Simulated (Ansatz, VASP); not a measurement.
**Te2S3: VASP beside Ansatz**

```
Te S
1.0
     2.09699    1.21070    8.18479
    -2.09699    1.21070    8.18479
     0.00000   -2.42139    8.18479
Te S
2 3
Direct
  0.39819 0.39819 0.39819
  0.60181 0.60181 0.60181
  0.00000 0.00000 0.00000
  0.22130 0.22130 0.22130
  0.77870 0.77870 0.77870
```

Alike in both runs: functional r2SCAN; k mesh 6 × 6 × 6; occupations gaussian, width 0.1 eV; no spin polarisation.

Ansatz relaxed the structure, and its values are those at the end. VASP's run is a single point on that final structure, the one shown.

```csv
,VASP,Ansatz
version,VASP 6.6.1,Ansatz 0.2.0
potentials or method,"VASP PAW PBE potentials, release 64 (Te, S), cutoff 520 eV","scalar-relativistic, plane waves, PAW"
valence electrons in the cell,30,50
```

```tsv
	VASP	Ansatz	Ansatz less VASP
gap on the k mesh at the Fermi level (eV)	none	none	-
pressure (GPa)	-0.2	0.0	+0.16
rms of the force components (eV/Å)	0.018	0.014	-0.0037
```

VASP's potentials were made for PBE, not for r2SCAN. A gap of «none» marks a metal or a gap that the smearing closes. VASP's potentials hold 30 valence electrons a cell and Ansatz's 50, so a difference there can come from the potentials and not from the codes.

Neither program's run includes spin-orbit coupling.
